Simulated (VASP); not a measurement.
# C in VASP: further runs

Runs on C. Level: PBEsol. Tasks: single point.

All numbers are computed with VASP 6.6.1; they aren't measurements. Logs are shortened: lines on timing, memory, paths and dates and some standing lists are left out, and cuts for length are marked.

**1. The cell of the first run**

The cell holds a slab with vacuum, 24 atoms: a = 2.459 Å, b = 11.225 Å, c = 26.970 Å, α = 90.00°, β = 90.00°, γ = 90.00°.

**2. Single point, PBEsol**

Input file INCAR:

```
SYSTEM = C
PREC = Accurate
ENCUT = 520
EDIFF = 1E-7
ISMEAR = 0
SIGMA = 0.1
LREAL = Auto
LASPH = .TRUE.
NELM = 60
ALGO = Normal
ISIF = 2
LWAVE = .FALSE.
LCHARG = .FALSE.
LDIPOL = .TRUE.
IDIPOL = 3
DIPOL = 0.5 0.5 0.502
GGA = PS
NBANDS = 66
```

Input file KPOINTS:

```
Automatic mesh
0
G
  14 3 1
  0 0 0
```

Input file POSCAR:

```
C
1.0
    2.4589175856      0.0000000000      0.0000000000
    0.0000000000     11.2248623703      0.0000000000
    0.0000000000      0.0000000000     26.9701380581
C
24
Direct
    0.5000000000      0.8164175470      0.2780853396
    0.5000000000      0.1355951993      0.2950222490
    0.0000000000      0.1276281133      0.3211315860
    0.5000000000      0.8003910061      0.3302991122
    0.0000000000      0.7924239201      0.3564084492
    0.0000000000      0.1116015725      0.3733453587
    0.5000000000      0.1036344864      0.3994546957
    0.0000000000      0.7763973793      0.4086222218
    0.5000000000      0.7684302932      0.4347315589
    0.5000000000      0.0876079456      0.4516684683
    0.0000000000      0.0796408596      0.4777778053
    0.5000000000      0.7524037524      0.4869453315
    0.0000000000      0.7444366664      0.5130546685
    0.0000000000      0.0636143187      0.5299915780
    0.5000000000      0.0556472327      0.5561009150
    0.0000000000      0.7284101255      0.5652684411
    0.5000000000      0.7204430395      0.5913777782
    0.5000000000      0.0396206919      0.6083146876
    0.0000000000      0.0316536058      0.6344240246
    0.5000000000      0.7044164987      0.6435915508
    0.0000000000      0.6964494126      0.6697008878
    0.0000000000      0.0156270650      0.6866377973
    0.5000000000      0.0076599790      0.7127471343
    0.0000000000      0.6804228718      0.7219146604
```

Potentials or basis: VASP PAW PBE potentials, release 64 (C).

Started as:

```bash
> cat potpaw_PBE.64/C/POTCAR > POTCAR
> mpirun -np 1 vasp_std > vasp.out
```

OUTCAR:

```text
SYSTEM = C
   PREC = Accurate
   ENCUT = 520
   EDIFF = 1E-7
   ISMEAR = 0
   LREAL = Auto
   LASPH = .TRUE.
   NELM = 60
   ISIF = 2
   GGA = PS

 ion  position               nearest neighbor table
   1  0.500  0.816  0.278-   4 1.42
   2  0.500  0.136  0.295-   3 1.42   3 1.42
   3  0.000  0.128  0.321-   2 1.42   2 1.42   6 1.42
   4  0.500  0.800  0.330-   5 1.42   5 1.42   1 1.42
   5  0.000  0.792  0.356-   4 1.42   4 1.42   8 1.42
   6  0.000  0.112  0.373-   7 1.42   7 1.42   3 1.42
   7  0.500  0.104  0.399-   6 1.42   6 1.42  10 1.42
   8  0.000  0.776  0.409-   5 1.42   9 1.42   9 1.42
[... 12 lines left out ...]
  21  0.000  0.696  0.670-  20 1.42  20 1.42  24 1.42
  22  0.000  0.016  0.687-  23 1.42  23 1.42  19 1.42
  23  0.500  0.008  0.713-  22 1.42  22 1.42
  24  0.000  0.680  0.722-  21 1.42

  LATTYP: Found a simple orthorhombic cell.
 ALAT       =     2.4589175856
 B/A-ratio  =     4.5649607925
 C/A-ratio  =    10.9682968702

  Lattice vectors:

 A1 = (   2.4589175856,   0.0000000000,   0.0000000000)
 A2 = (   0.0000000000,  11.2248623703,   0.0000000000)
 A3 = (   0.0000000000,   0.0000000000,  26.9701380581)

Analysis of symmetry for initial positions (statically):
=====================================================================
 Subroutine PRICEL returns:
 Original cell was already a primitive cell.

 Routine SETGRP: Setting up the symmetry group for a
 simple orthorhombic supercell.

 Subroutine GETGRP returns: Found  2 space group operations
 (whereof  2 operations were pure point group operations)
 out of a pool of  8 trial point group operations.

The static configuration has the point symmetry C_1h.

Analysis of symmetry for dynamics (positions and initial velocities):
=====================================================================
 Subroutine PRICEL returns:
 Original cell was already a primitive cell.

 Routine SETGRP: Setting up the symmetry group for a
 simple orthorhombic supercell.

 Subroutine GETGRP returns: Found  2 space group operations
 (whereof  2 operations were pure point group operations)
 out of a pool of  8 trial point group operations.

The dynamic configuration has the point symmetry C_1h.

 Subroutine INISYM returns: Found  2 space group operations
 (whereof  2 operations are pure point group operations),
 and found     1 'primitive' translations

----------------------------------------------------------------------------------------

                                     Primitive cell

  volume of cell :     744.4031

  direct lattice vectors                    reciprocal lattice vectors
     2.458917586  0.000000000  0.000000000     0.406683008  0.000000000  0.000000000
     0.000000000 11.224862370  0.000000000     0.000000000  0.089087952  0.000000000
     0.000000000  0.000000000 26.970138058     0.000000000  0.000000000  0.037078045

  length of vectors
     2.458917586 11.224862370 26.970138058     0.406683008  0.089087952  0.037078045

  position of ions in fractional coordinates (direct lattice)
     0.500000000  0.816417547  0.278085340
     0.500000000  0.135595199  0.295022249
     0.000000000  0.127628113  0.321131586
     0.500000000  0.800391006  0.330299112
     0.000000000  0.792423920  0.356408449
     0.000000000  0.111601572  0.373345359
[... 16 lines left out ...]
     0.500000000  0.007659979  0.712747134
     0.000000000  0.680422872  0.721914660

  ion indices of the primitive-cell ions
   primitive index   ion index
                 1           1
                 2           2
                 3           3
                 4           4
                 5           5
                 6           6
[... 16 lines left out ...]
                23          23
                24          24

----------------------------------------------------------------------------------------

 KPOINTS: Automatic mesh

Automatic generation of k-mesh.
 Grid dimensions read from file:
 generate k-points for:   14    3    1

 Generating k-lattice:

  Cartesian coordinates                     Fractional coordinates (reciprocal lattice)
     0.029048786  0.000000000  0.000000000     0.071428571  0.000000000  0.000000000
     0.000000000  0.029695984  0.000000000     0.000000000  0.333333333  0.000000000
     0.000000000  0.000000000  0.037078045     0.000000000  0.000000000  1.000000000

  Length of vectors
     0.029048786  0.029695984  0.037078045

  Shift w.r.t. Gamma in fractional coordinates (k-lattice)
     0.000000000  0.000000000  0.000000000

 Subroutine IBZKPT returns following result:
 ===========================================

 Found     16 irreducible k-points:

 Following reciprocal coordinates:
            Coordinates               Weight
  0.000000  0.000000  0.000000      1.000000
  0.071429  0.000000  0.000000      2.000000
  0.142857  0.000000  0.000000      2.000000
  0.214286  0.000000  0.000000      2.000000
  0.285714  0.000000  0.000000      2.000000
  0.357143  0.000000  0.000000      2.000000
[... 8 lines left out ...]
  0.428571  0.333333  0.000000      4.000000
  0.500000  0.333333  0.000000      2.000000
   k-points           NKPTS =     16   k-points in BZ     NKDIM =     16   number of bands    NBANDS=     66
   number of dos      NEDOS =    301   number of ions     NIONS =     24
   total plane-waves  NPLWV = 317520
   dimension x,y,z NGX =    18 NGY =   84 NGZ =  210
   dimension x,y,z NGXF=    36 NGYF=  168 NGZF=  420
   ions per type =              24
   NGX,Y,Z   is equivalent  to a cutoff of  12.17, 12.44, 12.94 a.u.
   NGXF,Y,Z  is equivalent  to a cutoff of  24.34, 24.88, 25.89 a.u.
 SYSTEM =  C
   PREC   = accura    normal or accurate (medium, high low for compatibility)
   ISTART =      0    job   : 0-new  1-cont  2-samecut
   ICHARG =      2    charge: 1-file 2-atom 10-const
   ISPIN  =      1    spin polarized calculation?
   LNONCOLLINEAR =      F non collinear calculations
   LSORBIT =      F    spin-orbit coupling
   LASPH  =      T    aspherical Exc in radial PAW
   ENCUT  =  520.0 eV  38.22 Ry    6.18 a.u.   4.57 20.87 50.15*2*pi/ulx,y,z
   NELM   =     60;   NELMIN=  2; NELMDL= -5     # of ELM steps
   EDIFF  = 0.1E-06   stopping-criterion for ELM
   LREAL  =      T    real-space projection
   EDIFFG = 0.1E-05   stopping-criterion for IOM
   NSW    =      0    number of steps for IOM
   IBRION =     -1    ionic relax: 0-MD 1-quasi-New 2-CG
   NFREE  =      0    steps in history (QN), initial steepest desc. (CG)
   ISIF   =      2    stress and relaxation
   ISYM   =      2    0-nonsym 1-usesym 2-fastsym
   POTIM  = 0.5000    time-step for ionic-motion
   TEBEG  =    0.0;   TEEND  =   0.0 temperature during run
   PSTRESS=    0.0 pullay stress
   NELECT =      96.0000    total number of electrons
   NUPDOWN=      -1.0000    fix difference up-down
   EMIN   =  10.00;   EMAX   =-10.00  energy-range for DOS
   EFERMI =   0.00;   METHOD = LEGACY
   ISMEAR =     0;   SIGMA  =   0.10  broadening in eV -4-tet -1-fermi 0-gaus
   EFERMI_NEDOS =   21; number of points for ismear=-14 and -15
   IALGO  =     38    algorithm
   IMIX   =      4    mixing-type and parameters
     AMIX     =   0.40;   BMIX     =  1.00
     AMIX_MAG =   1.60;   BMIX_MAG =  1.00
  volume/ion in A,a.u.               =      31.02       209.31
  Fermi-wavevector in a.u.,A,eV,Ry     =   0.827109  1.563009  9.307862  0.684109
  Thomas-Fermi vector in A             =   1.939256
   LORBIT       =      0    0 simple, 1 ext, 2 COOP (PROOUT), +10 PAW based schemes
   GGA     = PS    functional components
   LHFCALC =     F    Hartree Fock is set to
   AEXX    =    0.0000 exact exchange contribution
   IVDW    =     0    specifies the selected vdW correction
   LEPSILON=     F    determine dielectric tensor
   LRPA    =     F    only Hartree local field effects (RPA)
 non-spin polarized calculation
 Gauss-broadening in eV      SIGMA  =   0.10
  energy-cutoff  :      520.00
  volume of cell :      744.40
 maximum number of plane-waves:     20169
   NGX =  9   NGY = 41   NGZ =101

 dipolmoment           0.000000      0.000000     -0.001655 electrons x Angstroem

 number of electron      96.0000024 magnetization

 dipolmoment           0.000000      0.000000      0.006217 electrons x Angstroem

 Free energy of the ion-electron system (eV)
  ---------------------------------------------------
  ext. energy  EPLUGINS =         0.00000000
  ---------------------------------------------------
  free energy    TOTEN  =      -214.69164456 eV

  energy without entropy =     -214.63492577  energy(sigma->0) =     -214.66328516

 E-fermi :  -3.2412     XC(G=0):  -3.7958

 val. band max:       -3.2489194227   @ k =   0.2143   0.0000   0.0000
 cond. band min:      -3.2115090388   @ k =   0.0000   0.3333   0.0000
 fundamental gap:      0.0374103839
 Fermi energy:        -3.2412310569

 k-point     1 :       0.0000    0.0000    0.0000
  band No.  band energies     occupation
      1     -22.6026      2.00000
      2     -22.5189      2.00000
      3     -22.0597      2.00000
      4     -21.9610      2.00000
      5     -21.2438      2.00000
      6     -21.1097      2.00000
[... 52 lines left out ...]
     59       2.2384      0.00000
     60       2.3300      0.00000

 k-point     2 :       0.0714    0.0000    0.0000
  band No.  band energies     occupation
      1     -22.5116      2.00000
      2     -22.4284      2.00000
      3     -21.9692      2.00000
      4     -21.8710      2.00000
      5     -21.1544      2.00000
      6     -21.0208      2.00000
[... 52 lines left out ...]
     59       2.1954      0.00000
     60       2.4472      0.00000

 k-point     3 :       0.1429    0.0000    0.0000
  band No.  band energies     occupation
      1     -22.2391      2.00000
      2     -22.1575      2.00000
      3     -21.6985      2.00000
      4     -21.6017      2.00000
      5     -20.8868      2.00000
      6     -20.7549      2.00000
[... 755 lines left out ...]
      6     -18.0200      2.00000
[... 52 lines left out ...]
     59       0.1964      0.00000
     60       0.4814      0.00000

 k-point    16 :       0.5000    0.3333    0.0000
  band No.  band energies     occupation
      1     -18.2946      2.00000
      2     -18.2930      2.00000
      3     -18.2350      2.00000
      4     -18.2335      2.00000
      5     -17.8271      2.00000
      6     -17.8162      2.00000
[... 52 lines left out ...]
     59      -0.5516      0.00000
     60      -0.5327      0.00000
 [bands above 60 left out]

------------------------ aborting loop because EDIFF is reached ----------------------------------------

 vacuum level on the upper side and lower side of the slab       (xc-potential included)        -0.001        -0.028

  FORCE on cell =-STRESS in cart. coord.  units (eV):
  Direction    XX          YY          ZZ          XY          YZ          ZX
  --------------------------------------------------------------------------------------
  -------------------------------------------------------------------------------------
  Total       -1.4726128     -0.6433826     -3.2868315      0.0000000      0.3306978      0.0000000
  in kB       -3.1695017     -1.3847511     -7.0742410      0.0000000      0.7117602      0.0000000
  external PRESSURE =      -3.8761646 kB  Pullay stress =       0.0000000 kB

 VOLUME and BASIS-vectors are now :
 -----------------------------------------------------------------------------
  energy-cutoff  :      520.00
  volume of cell :      744.40
      direct lattice vectors                 reciprocal lattice vectors
     2.458917586  0.000000000  0.000000000     0.406683008  0.000000000  0.000000000
     0.000000000 11.224862370  0.000000000     0.000000000  0.089087952  0.000000000
     0.000000000  0.000000000 26.970138058     0.000000000  0.000000000  0.037078045

 POSITION                                       TOTAL-FORCE (eV/Angst)
 -----------------------------------------------------------------------------------
      1.22946      9.16417      7.50000         0.000000     -0.086584      1.257206
      1.22946      1.52204      7.95679         0.000000     -0.325380      1.913790
      0.00000      1.43261      8.66096         0.000000      0.284726     -2.819903
      1.22946      8.98428      8.90821         0.000000      0.270771     -1.714988
      0.00000      8.89485      9.61239         0.000000     -0.112037      0.744473
      0.00000      1.25271     10.06918         0.000000     -0.065786      0.929510
[... 16 lines left out ...]
      1.22946      0.08598     19.22289         0.000000      0.112220     -1.817404
      0.00000      7.63765     19.47014         0.000000      0.221768     -1.209503
 -----------------------------------------------------------------------------------
    total drift:                                0.000000      0.006839      0.023670

  FREE ENERGIE OF THE ION-ELECTRON SYSTEM (eV)
  ---------------------------------------------------
  free  energy   TOTEN  =      -214.6916445554 eV

  energy  without entropy=     -214.6349257683  energy(sigma->0) =     -214.66328516

 vacuum level on the upper side and lower side of the slab         3.555         3.522
```

Run time: 35 min. Hardware: 1 thread of Intel Xeon Platinum 8259CL at 2.50GHz (Skylake/Cascade Lake), shared host; peak memory 0.89 GiB.

What came out:

```
Free energy            : -214.6916 eV
Largest force          : 2.834 eV/Å
Band gap on the k mesh : zero (band 48 reaches -3.19 eV, above the bottom of band 49 at -3.55 eV)
```

Forces in eV/Å, atoms in the order of the input:
```
C    0.000 -0.087  1.257
C    0.000 -0.325  1.914
C    0.000  0.285 -2.820
C    0.000  0.271 -1.715
C    0.000 -0.112  0.744
C    0.000 -0.066  0.930
C    0.000  0.020 -0.201
C    0.000  0.056 -0.445
C    0.000 -0.040  0.309
C    0.000 -0.020  0.136
C    0.000 -0.001 -0.066
C    0.000  0.042 -0.299
C    0.000 -0.038  0.286
C    0.000  0.004  0.060
C    0.000 -0.009 -0.129
C    0.000  0.047 -0.289
C    0.000 -0.068  0.404
C    0.000 -0.006  0.188
C    0.000  0.181 -0.902
C    0.000  0.071 -0.703
C    0.000 -0.186  1.662
C    0.000 -0.352  2.706
C    0.000  0.112 -1.817
C    0.000  0.222 -1.210
```

Levels at points of the mesh, in eV from the Fermi level:
```tsv
k point	band 46	band 47	band 48	band 49	band 50	band 51
(0.00, 0.00, 0.00)	-2.09	-0.18	0.03	0.10	0.29	2.50
(0.50, 0.00, 0.00)	-1.24	-0.83	-0.77	-0.31	-0.30	0.78
```

Caveat: the PAW data sets were made with another functional, which shifts forces and pressure a little.

**3. Single point, PBEsol**

Input file INCAR:

```
PREC     = Accurate       # precision mode
ENCUT    = 520            # plane-wave cutoff, eV
EDIFF    = 1E-7           # SCF threshold, eV
ISMEAR   = 0              # smearing method
SIGMA    = 0.1            # smearing width, eV
LREAL    = Auto         
LASPH    = True           # aspherical terms in the spheres
NELM     = 80             # most SCF steps
ALGO     = Normal         # electronic algorithm
ISIF     = 2              # what is computed and relaxed
LWAVE    = False          # write WAVECAR
LCHARG   = False          # write CHGCAR
LDIPOL   = True         
IDIPOL   = 3            
DIPOL    = 0.5 0.5 0.502
GGA      = PS             # functional
NBANDS   = 66             # bands
```

Input file KPOINTS:

```
Automatic mesh
0
Gamma
  14 3 1
```

Input file POSCAR:

```
C
1.0
    2.4589175856      0.0000000000      0.0000000000
    0.0000000000     11.2248623703      0.0000000000
    0.0000000000      0.0000000000     26.9701380581
C
24
Direct
    0.5000000000      0.9037702093      0.3006926723
    0.5000000000      0.0101027558      0.3293296301
    0.0000000000      0.0573060328      0.3476880620
    0.5000000000      0.7992981932      0.3304924328
    0.0000000000      0.7532655338      0.3493588820
    0.0000000000      0.1267201885      0.3919410587
    0.5000000000      0.1516554564      0.4162624136
    0.0000000000      0.6866230946      0.3943433250
    0.5000000000      0.6632063159      0.4189239253
    0.5000000000      0.1804611591      0.4675853659
    0.0000000000      0.1844144836      0.4939274882
    0.5000000000      0.6375834035      0.4705392360
    0.0000000000      0.6352508359      0.4969130769
    0.0000000000      0.1710189902      0.5463305601
    0.5000000000      0.1546722630      0.5717865933
    0.0000000000      0.6518486836      0.5491590663
    0.5000000000      0.6697462002      0.5744320540
    0.5000000000      0.1031596074      0.6199277170
    0.0000000000      0.0710459418      0.6424861159
    0.5000000000      0.7242045782      0.6220093079
    0.0000000000      0.7577027905      0.6442162014
    0.0000000000     -0.0058896564      0.6846109438
    0.5000000000     -0.0838983642      0.6981836721
    0.0000000000      0.8373048856      0.6854764992
```

Potentials or basis: VASP PAW PBE potentials, release 64 (C).

Started as:

```bash
> cat potpaw_PBE.64/C/POTCAR > POTCAR
> mpirun -np 1 vasp_std > vasp.out
```

Run time: 28 min. Hardware: 1 thread of Intel Xeon Platinum 8259CL at 2.50GHz (Skylake/Cascade Lake), shared host; peak memory 0.89 GiB.

The run converged. Its results:

```yaml
Free_energy: -221.2229 eV
Largest_force: 0.072 eV/Å
Band_gap_on_the_k_mesh: zero (band 48 reaches -1.45 eV, above the bottom of band 49 at -2.80 eV)
```

Forces in eV/Å, atoms in the order of the input:
```
C    0.000 -0.002 -0.072
C    0.000  0.016 -0.007
C    0.000  0.006 -0.007
C    0.000 -0.010 -0.018
C    0.000 -0.001 -0.011
C    0.000  0.003 -0.006
C    0.000 -0.002 -0.010
C    0.000 -0.015 -0.003
C    0.000 -0.012  0.006
C    0.000  0.017 -0.006
C    0.000  0.011  0.002
C    0.000 -0.015  0.002
C    0.000 -0.005  0.005
C    0.000  0.014  0.007
C    0.000  0.011  0.001
C    0.000 -0.014 -0.006
C    0.000  0.006  0.006
C    0.000 -0.002  0.006
C    0.000  0.011  0.000
C    0.000 -0.006  0.012
C    0.000 -0.014  0.002
C    0.000  0.016  0.030
C    0.000  0.001  0.035
C    0.000 -0.014  0.031
```

Levels at points of the mesh, in eV from the Fermi level:
| k point | band 44 | band 45 | band 46 | band 47 | band 48 | band 49 | band 50 | band 51 | band 52 | band 53 |
| --- | --- | --- | --- | --- | --- | --- | --- | --- | --- | --- |
| (0.00, 0.00, 0.00) | -3.42 | -3.21 | -2.92 | -1.08 | 0.66 | 1.70 | 2.22 | 2.83 | 2.90 | 2.98 |
| (0.50, 0.00, 0.00) | -2.59 | -2.42 | -2.32 | -1.69 | -1.34 | -0.70 | 0.56 | 1.00 | 1.53 | 1.76 |

Caveat: the PAW data sets were made with another functional, which shifts forces and pressure a little.
